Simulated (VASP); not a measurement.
# SiGe (P6_3mc) in VASP: notebook, part 2 of 3

VASP 6.6.1.

## 3. Single point, PBEsol (atoms displaced along a vibrational mode)

INCAR reads:

```
SYSTEM = SiGe
ALGO = Normal
EDIFF = 1E-7
ENCUT = 520
GGA = PS
ISIF = 2
ISMEAR = 0
LASPH = .TRUE.
LCHARG = .FALSE.
LREAL = .FALSE.
LWAVE = .FALSE.
NBANDS = 26
NELM = 100
PREC = Accurate
SIGMA = 0.03
```

KPOINTS reads:

```
k-points
0
G
  12 12 6
  0 0 0
```

POSCAR reads:

```
SiGe
1.0
    3.9044512986      0.0000000000      0.0000000000
   -1.9522256493      3.3813540124      0.0000000000
    0.0000000000      0.0000000000      6.4507830000
Si Ge
2 2
Direct
    0.6666666667      0.3333333333      0.8653058035
    0.3333333333      0.6666666667      0.3653058035
    0.6666666667      0.3333333333      0.5039886419
    0.3333333333      0.6666666667      0.0039886419
```

Potentials or basis: VASP PAW PBE potentials, release 64 (Si, Ge_d).

Launch:

```console
$ cat potpaw_PBE.64/Si/POTCAR potpaw_PBE.64/Ge_d/POTCAR > POTCAR
$ mpirun -np 1 vasp_std > vasp.out
```

OUTCAR:

```text
SYSTEM = SiGe
   EDIFF = 1E-7
   ENCUT = 520
   GGA = PS
   ISIF = 2
   ISMEAR = 0
   LASPH = .TRUE.
   LREAL = .FALSE.
   NELM = 100
   PREC = Accurate

 ion  position               nearest neighbor table
   1  0.667  0.333  0.865-   3 2.33   4 2.43   4 2.43   4 2.43
   2  0.333  0.667  0.365-   4 2.33   3 2.43   3 2.43   3 2.43
   3  0.667  0.333  0.504-   1 2.33   2 2.43   2 2.43   2 2.43
   4  0.333  0.667  0.004-   2 2.33   1 2.43   1 2.43   1 2.43

  LATTYP: Found a hexagonal cell.
 ALAT       =     3.9044512986
 C/A-ratio  =     1.6521612146

  Lattice vectors:

 A1 = (   3.9044512986,   0.0000000000,   0.0000000000)
 A2 = (  -1.9522256493,   3.3813540124,   0.0000000000)
 A3 = (   0.0000000000,   0.0000000000,   6.4507830000)

Analysis of symmetry for initial positions (statically):
=====================================================================
 Subroutine PRICEL returns:
 Original cell was already a primitive cell.

 Routine SETGRP: Setting up the symmetry group for a
 hexagonal supercell.
[... 170 lines left out ...]
  free energy    TOTEN  =       -21.17306360 eV

  energy without entropy =      -21.17302359  energy(sigma->0) =      -21.17304360

 E-fermi :   5.7908     XC(G=0):  -9.8702

 val. band max:        5.7629825736   @ k =   0.0000   0.0000   0.0000
 cond. band min:       5.8363391222   @ k =   0.4167  -0.0000   0.3333
 fundamental gap:      0.0733565486
 Fermi energy:         5.7907697418

 k-point     1 :       0.0000    0.0000    0.0000
  band No.  band energies     occupation
      1     -19.0114      2.00000
      2     -19.0108      2.00000
      3     -18.9988      2.00000
      4     -18.9988      2.00000
      5     -18.9953      2.00000
      6     -18.9953      2.00000
[... 685 lines left out ...]
     25      12.5876      0.00000
     26      12.9539      0.00000

 [... further k-points ...]

------------------------ aborting loop because EDIFF is reached ----------------------------------------

  FORCE on cell =-STRESS in cart. coord.  units (eV):
  Direction    XX          YY          ZZ          XY          YZ          ZX
  --------------------------------------------------------------------------------------
  -------------------------------------------------------------------------------------
  Total       -0.9889849     -0.9889849      1.6920237      0.0000000      0.0000000      0.0000000
  in kB      -18.6053205    -18.6053205     31.8312677      0.0000000      0.0000000      0.0000000
  external PRESSURE =      -1.7931244 kB  Pullay stress =       0.0000000 kB

 VOLUME and BASIS-vectors are now :
 -----------------------------------------------------------------------------
  energy-cutoff  :      520.00
  volume of cell :       85.17
      direct lattice vectors                 reciprocal lattice vectors
     3.904451299  0.000000000  0.000000000     0.256117934  0.147869758  0.000000000
    -1.952225649  3.381354012  0.000000000     0.000000000  0.295739516  0.000000000
     0.000000000  0.000000000  6.450783000     0.000000000  0.000000000  0.155019941

 POSITION                                       TOTAL-FORCE (eV/Angst)
 -----------------------------------------------------------------------------------
      1.95223      1.12712      5.58190        -0.000000      0.000000      1.107966
     -0.00000      2.25424      2.35651         0.000000      0.000000      1.107966
      1.95223      1.12712      3.25112        -0.000000     -0.000000     -1.107966
     -0.00000      2.25424      0.02573         0.000000     -0.000000     -1.107966
 -----------------------------------------------------------------------------------
    total drift:                                0.000000      0.000000      0.003175

  FREE ENERGIE OF THE ION-ELECTRON SYSTEM (eV)
  ---------------------------------------------------
  free  energy   TOTEN  =       -21.1730636022 eV

  energy  without entropy=      -21.1730235913  energy(sigma->0) =      -21.17304360
```

OSZICAR:

```text
N       E                     dE             d eps       ncg     rms          rms(c)
DAV:   1     0.263153731945E+03    0.26315E+03   -0.17589E+04  4618   0.295E+03
DAV:   2     0.215992369918E+02   -0.24155E+03   -0.23308E+03  4000   0.641E+02
DAV:   3    -0.198140854254E+02   -0.41413E+02   -0.40933E+02  4748   0.155E+02
DAV:   4    -0.215102699080E+02   -0.16962E+01   -0.16928E+01  4740   0.345E+01
DAV:   5    -0.215457767840E+02   -0.35507E-01   -0.35497E-01  4848   0.565E+00    0.581E+00
DAV:   6    -0.212921552029E+02    0.25362E+00   -0.10474E-01  4638   0.242E+00    0.338E+00
DAV:   7    -0.211705606352E+02    0.12159E+00   -0.18243E-01  4328   0.277E+00    0.221E-01
DAV:   8    -0.211727691551E+02   -0.22085E-02   -0.16661E-02  4884   0.137E+00    0.108E-01
DAV:   9    -0.211729579826E+02   -0.18883E-03   -0.41373E-04  5076   0.175E-01    0.788E-02
DAV:  10    -0.211730431371E+02   -0.85155E-04   -0.94009E-05  4638   0.900E-02    0.237E-02
DAV:  11    -0.211730620160E+02   -0.18879E-04   -0.19227E-05  4520   0.238E-02    0.442E-03
DAV:  12    -0.211730634467E+02   -0.14306E-05   -0.19510E-06  4952   0.136E-02    0.215E-03
DAV:  13    -0.211730636106E+02   -0.16392E-06   -0.25020E-07  3832   0.456E-03    0.990E-04
DAV:  14    -0.211730636022E+02    0.83792E-08   -0.22274E-08  2388   0.165E-03
   1 F= -.21173064E+02 E0= -.21173044E+02  d E =-.400109E-04
```

stdout:

```text
POSCAR found type information on POSCAR SiGe
 POSCAR found :  2 types and       4 ions
 scaLAPACK will be used
 -----------------------------------------------------------------------------
|                                                                             |
|                                                                             |
|     You enforced a specific xc type in the INCAR file but a different       |
|     I HOPE YOU KNOW WHAT YOU ARE DOING!                                     |
|                                                                             |
 -----------------------------------------------------------------------------

 LDA part: xc-table for (Slater+PW92), standard interpolation
 POSCAR, INCAR and KPOINTS ok, starting setup
 FFT: planning ... GRIDC
 FFT: planning ... GRID_SOFT
 FFT: planning ... GRID
 WAVECAR not read
 entering main loop
```

It took 64 s on 1 thread of Intel Xeon 6975P-C (Granite Rapids), shared host; peak memory 0.28 GiB.

Results:

* Free energy: -21.1731 eV
* Pressure: -0.2 GPa
* Largest force: 1.108 eV/Å
* Band gap on the k mesh: 0.07 eV (least direct gap 0.35 eV)

Forces in eV/Å, atoms in the order of the input:
```
Si   0.000  0.000  1.108
Si   0.000  0.000  1.108
Ge   0.000  0.000 -1.108
Ge   0.000  0.000 -1.108
```

Levels at points of the mesh, in eV from the valence-band top:
```tsv
k point	band 14	band 15	band 16	band 17	band 18	band 19	band 20	band 21	band 22	band 23
(0.00, 0.00, 0.00)	-1.75	-1.75	-0.99	0.00	0.00	0.35	1.22	1.68	1.68	2.70
(0.50, 0.00, 0.00)	-6.46	-5.19	-3.50	-3.33	-1.54	0.22	1.80	2.61	2.72	4.23
(0.00, 0.00, 0.50)	-5.07	-1.10	-1.10	-1.10	-1.10	1.16	1.16	2.88	2.88	2.88
(0.50, 0.00, 0.50)	-7.74	-3.01	-3.01	-2.64	-2.64	0.30	0.30	1.70	1.70	5.31
```

Caveat: the cell differs from its parent crystal (atoms displaced along a vibrational mode); the PAW data sets were made with another functional, which shifts forces and pressure a little.

## 4. Single point, PBEsol (atoms displaced along a vibrational mode)

INCAR reads:

```
PREC = Accurate ; ENCUT = 520
EDIFF = 1E-6 ; ISMEAR = 0
SIGMA = 0.03 ; LREAL = F
LASPH = T ; NELM = 80
ALGO = Normal ; ISIF = 2
LWAVE = F ; LCHARG = F
GGA = PS ; NBANDS = 26
```

KPOINTS reads:

```
Automatic mesh
0
Gamma
  12 12 6
```

POSCAR reads:

```
SiGe
1.0
    3.9044512986      0.0000000000      0.0000000000
   -1.9522256493      3.3813540124      0.0000000000
    0.0000000000      0.0000000000      6.4507830000
Si Ge
2 2
Direct
    0.6666666667      0.3333333333      0.8792575982
    0.3333333333      0.6666666667      0.3792575982
    0.6666666667      0.3333333333      0.4985936790
    0.3333333333      0.6666666667     -0.0014063210
```

Potentials or basis: VASP PAW PBE potentials, release 64 (Si, Ge_d).

Launch:

```console
$ cat potpaw_PBE.64/Si/POTCAR potpaw_PBE.64/Ge_d/POTCAR > POTCAR
$ mpirun -np 1 vasp_std > vasp.out
```

OUTCAR:

```text
PREC = Accurate
   ENCUT = 520
   EDIFF = 1E-6
   ISMEAR = 0
   LREAL = F
   LASPH = T
   NELM = 80
   ISIF = 2
   GGA = PS

 ion  position               nearest neighbor table
   1  0.667  0.333  0.879-   4 2.38   4 2.38   4 2.38   3 2.46
   2  0.333  0.667  0.379-   3 2.38   3 2.38   3 2.38   4 2.46
   3  0.667  0.333  0.499-   2 2.38   2 2.38   2 2.38   1 2.46
   4  0.333  0.667  0.999-   1 2.38   1 2.38   1 2.38   2 2.46

  LATTYP: Found a hexagonal cell.
 ALAT       =     3.9044512986
 C/A-ratio  =     1.6521612146

  Lattice vectors:

 A1 = (   3.9044512986,   0.0000000000,   0.0000000000)
 A2 = (  -1.9522256493,   3.3813540124,   0.0000000000)
 A3 = (   0.0000000000,   0.0000000000,   6.4507830000)

Analysis of symmetry for initial positions (statically):
=====================================================================
 Subroutine PRICEL returns:
 Original cell was already a primitive cell.

 Routine SETGRP: Setting up the symmetry group for a
 hexagonal supercell.

 Subroutine GETGRP returns: Found 12 space group operations
 (whereof  6 operations were pure point group operations)
 out of a pool of 24 trial point group operations.

The static configuration has the point symmetry C_3v.
 The point group associated with its full space group is C_6v.

Analysis of symmetry for dynamics (positions and initial velocities):
=====================================================================
 Subroutine PRICEL returns:
 Original cell was already a primitive cell.

 Routine SETGRP: Setting up the symmetry group for a
 hexagonal supercell.

 Subroutine GETGRP returns: Found 12 space group operations
 (whereof  6 operations were pure point group operations)
 out of a pool of 24 trial point group operations.

The dynamic configuration has the point symmetry C_3v.
 The point group associated with its full space group is C_6v.

 Subroutine INISYM returns: Found 12 space group operations
 (whereof  6 operations are pure point group operations),
[... 119 lines left out ...]
     AMIX     =   0.40;   BMIX     =  1.00
     AMIX_MAG =   1.60;   BMIX_MAG =  1.00
  volume/ion in A,a.u.               =      21.29       143.68
  Fermi-wavevector in a.u.,A,eV,Ry     =   1.228631  2.321775 20.538443  1.509533
  Thomas-Fermi vector in A             =   2.363549
   LORBIT       =      0    0 simple, 1 ext, 2 COOP (PROOUT), +10 PAW based schemes
   GGA     = PS    functional components
   LHFCALC =     F    Hartree Fock is set to
   AEXX    =    0.0000 exact exchange contribution
   IVDW    =     0    specifies the selected vdW correction
   LEPSILON=     F    determine dielectric tensor
   LRPA    =     F    only Hartree local field effects (RPA)
 non-spin polarized calculation
 Gauss-broadening in eV      SIGMA  =   0.03
  energy-cutoff  :      520.00
  volume of cell :       85.17
 maximum number of plane-waves:      2316
 NGX is ok and might be reduce to    30
   NGX = 15   NGY = 15   NGZ = 23

 number of electron      35.9999972 magnetization

 Free energy of the ion-electron system (eV)
  ---------------------------------------------------
  ext. energy  EPLUGINS =         0.00000000
  ---------------------------------------------------
  free energy    TOTEN  =       -21.24025184 eV

  energy without entropy =      -21.24025184  energy(sigma->0) =      -21.24025184

 E-fermi :   5.6359     XC(G=0):  -9.8657

 val. band max:        5.4407870572   @ k =   0.0000   0.0000   0.0000
 cond. band min:       5.8223883767   @ k =   0.5000  -0.0000   0.0000
 fundamental gap:      0.3816013195
 Fermi energy:         5.6358836544

 k-point     1 :       0.0000    0.0000    0.0000
  band No.  band energies     occupation
      1     -18.9985      2.00000
      2     -18.9983      2.00000
      3     -18.9983      2.00000
      4     -18.9982      2.00000
      5     -18.9958      2.00000
      6     -18.9958      2.00000
[... 685 lines left out ...]
     25      12.4748      0.00000
     26      12.8999      0.00000

 [... further k-points ...]

------------------------ aborting loop because EDIFF is reached ----------------------------------------

  FORCE on cell =-STRESS in cart. coord.  units (eV):
  Direction    XX          YY          ZZ          XY          YZ          ZX
  --------------------------------------------------------------------------------------
  -------------------------------------------------------------------------------------
  Total        0.3149053      0.3149053     -0.8822745      0.0000000      0.0000000      0.0000000
  in kB        5.9241694      5.9241694    -16.5978270      0.0000000      0.0000000      0.0000000
  external PRESSURE =      -1.5831627 kB  Pullay stress =       0.0000000 kB

 VOLUME and BASIS-vectors are now :
 -----------------------------------------------------------------------------
  energy-cutoff  :      520.00
  volume of cell :       85.17
      direct lattice vectors                 reciprocal lattice vectors
     3.904451299  0.000000000  0.000000000     0.256117934  0.147869758  0.000000000
    -1.952225649  3.381354012  0.000000000     0.000000000  0.295739516  0.000000000
     0.000000000  0.000000000  6.450783000     0.000000000  0.000000000  0.155019941

 POSITION                                       TOTAL-FORCE (eV/Angst)
 -----------------------------------------------------------------------------------
      1.95223      1.12712      5.67190         0.000000     -0.000000     -0.479937
     -0.00000      2.25424      2.44651         0.000000      0.000000     -0.479937
      1.95223      1.12712      3.21632         0.000000     -0.000000      0.479937
     -0.00000      2.25424      6.44171        -0.000000      0.000000      0.479937
 -----------------------------------------------------------------------------------
    total drift:                                0.000000      0.000000     -0.002037

  FREE ENERGIE OF THE ION-ELECTRON SYSTEM (eV)
  ---------------------------------------------------
  free  energy   TOTEN  =       -21.2402518429 eV

  energy  without entropy=      -21.2402518429  energy(sigma->0) =      -21.24025184
```

It took 55 s on 1 thread of Intel Xeon 6975P-C (Granite Rapids), shared host; peak memory 0.28 GiB.

What came out:

```yaml
Free_energy: -21.2403 eV
Pressure: -0.2 GPa
Largest_force: 0.480 eV/Å
Band_gap_on_the_k_mesh: 0.38 eV (least direct gap 0.39 eV)
```

Forces on the atoms (eV/Å):
```
Si   0.000  0.000 -0.480
Si   0.000  0.000 -0.480
Ge   0.000  0.000  0.480
Ge   0.000  0.000  0.480
```

Levels at points of the mesh, in eV from the valence-band top:
| k point | band 15 | band 16 | band 17 | band 18 | band 19 | band 20 | band 21 | band 22 |
| --- | --- | --- | --- | --- | --- | --- | --- | --- |
| (0.00, 0.00, 0.00) | -1.54 | -0.03 | -0.03 | 0.00 | 0.39 | 1.54 | 2.16 | 2.16 |
| (0.50, 0.00, 0.00) | -4.58 | -3.13 | -2.82 | -1.56 | 0.38 | 2.00 | 3.45 | 3.57 |
| (0.00, 0.00, 0.50) | -0.94 | -0.94 | -0.94 | -0.94 | 1.18 | 1.18 | 3.14 | 3.14 |
| (0.50, 0.00, 0.50) | -2.49 | -2.49 | -2.42 | -2.42 | 0.73 | 0.73 | 1.78 | 1.78 |

Caveat: the cell differs from its parent crystal (atoms displaced along a vibrational mode); the PAW data sets were made with another functional, which shifts forces and pressure a little. A k mesh can miss the band edges.

(Continued in part 3 of 3.)
